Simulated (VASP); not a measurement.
Wanted: the native input for a VASP 6.6.1 run.

```yaml
Task: single point
Functional: r2SCAN
Potentials_or_basis: VASP PAW PBE potentials, release 64 (Li_sv, Cl)
Cutoff: 520 eV
k_mesh: 6 × 6 × 4
Occupations: gaussian, width 0.01 eV
Spin: no spin polarisation
Dipole_correction: no
Further_INCAR_settings: ALGO = Normal; EDIFF = 1e-07; NBANDS = 18
```

Crystal: LiCl.

```
CELL_PARAMETERS angstrom
3.89418 0.00000 0.00000
-1.94709 3.37246 0.00000
0.00000 0.00000 6.22446
ATOMIC_POSITIONS crystal
Li 0.33333 0.66667 0.99687
Li 0.66667 0.33333 0.49687
Cl 0.33333 0.66667 0.37813
Cl 0.66667 0.33333 0.87813
```

One way to write it, as run:

POSCAR

```
LiCl
1.0
    3.8941840790      0.0000000000      0.0000000000
   -1.9470920395      3.3724623394      0.0000000000
    0.0000000000      0.0000000000      6.2244574429
Li Cl
2 2
Direct
    0.3333333333      0.6666666667     -0.0031270710
    0.6666666667      0.3333333333      0.4968729290
    0.3333333333      0.6666666667      0.3781270710
    0.6666666667      0.3333333333      0.8781270710
```

INCAR.step1

```
SYSTEM = LiCl
  PREC = Accurate
  ENCUT = 520
  ISMEAR = 0
  SIGMA = 0.01
  LREAL = .False.
  LASPH = .True.
  NELM = 80
  NBANDS = 18
  GGA = PE
  ALGO = Normal
  EDIFF = 1E-4
  LWAVE = .True.
  LCHARG = .False.
```

INCAR.step2

```
SYSTEM = LiCl
  PREC = Accurate
  ENCUT = 520
  EDIFF = 1E-7
  ISMEAR = 0
  SIGMA = 0.01
  LREAL = .False.
  LASPH = .True.
  NELM = 80
  ALGO = Normal
  ISIF = 2
  LWAVE = .False.
  LCHARG = .False.
  METAGGA = R2SCAN
  LMIXTAU = .True.
  NBANDS = 18
  ISTART = 1
```

KPOINTS

```
Automatic mesh
0
Gamma
  6 6 4
  0 0 0
```

Potentials or basis: VASP PAW PBE potentials, release 64 (Li_sv, Cl).

Launch:

```bash
$ cat potpaw_PBE.64/Li_sv/POTCAR potpaw_PBE.64/Cl/POTCAR > POTCAR
$ cp INCAR.step1 INCAR
$ mpirun -np 1 vasp_std > vasp.out
$ cp INCAR.step2 INCAR
$ mpirun -np 1 vasp_std > vasp.out
```

Results of the run:

| Property | Result |
| --- | --- |
| Largest force | 0.005 eV/Å |
| Band gap on the k mesh | 6.74 eV, direct |

Caveat: the PAW data sets were made with another functional, which shifts forces and pressure a little.

It took 4.6 min on 1 thread of Intel Xeon 8259CL, on a shared host, peak memory 0.21 GiB.
